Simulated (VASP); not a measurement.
A run of VASP 6.6.1:

Contents of INCAR:

```
PREC = Accurate
ENCUT = 520
EDIFF = 1E-6
ISMEAR = 0
SIGMA = 0.05
LREAL = F
LASPH = T
NELM = 80
ALGO = Normal
ISIF = 2
LWAVE = F
LCHARG = F
GGA = PE
NBANDS = 16
```

File KPOINTS:

```
Automatic mesh
0
Gamma
  12 12 4
```

The input POSCAR:

```
BN
1.0
    2.5121751215      0.0000000000      0.0000000000
   -1.2560875608      2.1756074740      0.0000000000
    0.0000000000      0.0000000000      8.5940017340
B N
2 2
Direct
    0.3333333333      0.6666666667      0.2500000000
    0.6666666667      0.3333333333      0.7500000000
    0.3333333333      0.6666666667      0.7500000000
    0.6666666667      0.3333333333      0.2500000000
```

Potentials or basis: VASP PAW PBE potentials, release 64 (B, N).

Run with:

```sh
$ cat potpaw_PBE.64/B/POTCAR potpaw_PBE.64/N/POTCAR > POTCAR
$ mpirun -np 1 vasp_std > vasp.out
```

Hardware: 1 thread of Intel(R) Xeon(R) Platinum 8559C (Emerald Rapids), with other jobs on the host.

Estimate the wall time of this run.

It took 18 s on 1 thread of Intel(R) Xeon(R) Platinum 8559C (Emerald Rapids), with other jobs on the host, peak memory 0.18 GiB. Counts: scf iterations 13, k points 57.
